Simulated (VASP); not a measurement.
Input of a VASP 6.6.1 run:

The input INCAR:

```
PREC     = Accurate       # precision mode
ENCUT    = 520            # plane-wave cutoff, eV
EDIFF    = 1E-7           # SCF threshold, eV
ISMEAR   = 0              # smearing method
SIGMA    = 0.15           # smearing width, eV
LREAL    = F              # projectors in reciprocal space
LASPH    = T              # aspherical terms in the spheres
NELM     = 100            # most SCF steps
ALGO     = Normal         # electronic algorithm
ISIF     = 2              # what is computed and relaxed
LWAVE    = F              # write WAVECAR
LCHARG   = T              # write CHGCAR
LELF     = T              # ELF
LVHAR    = T            
NBANDS   = 8              # bands
```

The input KPOINTS:

```
regular mesh
0
Gamma
  24 24 24
```

POSCAR

```
Sb
1.0
   -1.6209729544      1.6209729544      2.5653012759
    1.6209729544     -1.6209729544      2.5653012759
    1.6209729544      1.6209729544     -2.5653012759
Sb
1
Direct
    0.0000000000      0.0000000000      0.0000000000
```

Potentials or basis: VASP PAW LDA potentials, release 64 (Sb).

Command:

```console
$ cat potpaw_LDA.64/Sb/POTCAR > POTCAR
$ mpirun -np 1 vasp_std > vasp.out
```

Task: Predict the pressure.

Result: -2.8 GPa.

Stress tensor (GPa, compression positive):
```
-3.21  0.00  0.00
 0.00 -3.21  0.00
 0.00  0.00 -1.85
```
